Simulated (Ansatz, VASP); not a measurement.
**One calculation of Zn3S5, two programs**

```
Zn S
1.0
     2.85719   -2.62448   -0.00314
     2.85719    2.62448   -0.00314
    -0.66015    0.00000   10.83489
Zn S
3 5
Direct
  0.46865 0.45584 0.75025
  0.54416 0.53135 0.24975
  0.99376 0.00624 0.00000
  0.45323 0.95200 0.62557
  0.80251 0.19749 0.50000
  0.04800 0.54677 0.37443
  0.98111 0.49142 0.87523
  0.50858 0.01889 0.12477
```

Alike in both runs: functional PBE; k mesh 8 × 8 × 4; occupations gaussian, width 0.1 eV; no spin polarisation.

Ansatz relaxed the structure, and its values are those at the end. VASP's run is a single point on that final structure, the one shown.

|  | VASP | Ansatz |
| --- | --- | --- |
| version | VASP 6.6.1 | Ansatz 0.2.0 |
| potentials or method | VASP PAW PBE potentials, release 64 (Zn, S), cutoff 520 eV | scalar-relativistic, plane waves, PAW |
| valence electrons in the cell | 66 | 66 |

|  | VASP | Ansatz | Ansatz less VASP |
| --- | --- | --- | --- |
| gap on the k mesh at the Fermi level (eV) | none | none | - |
| pressure (GPa) | 0.0 | 0.0 | -0.05 |
| rms of the force components (eV/Å) | 0.009 | 0.003 | -0.0063 |

A gap of «none» marks a metal or a gap that the smearing closes. With one functional, cell and mesh, what is left measures potentials, basis and numerics.
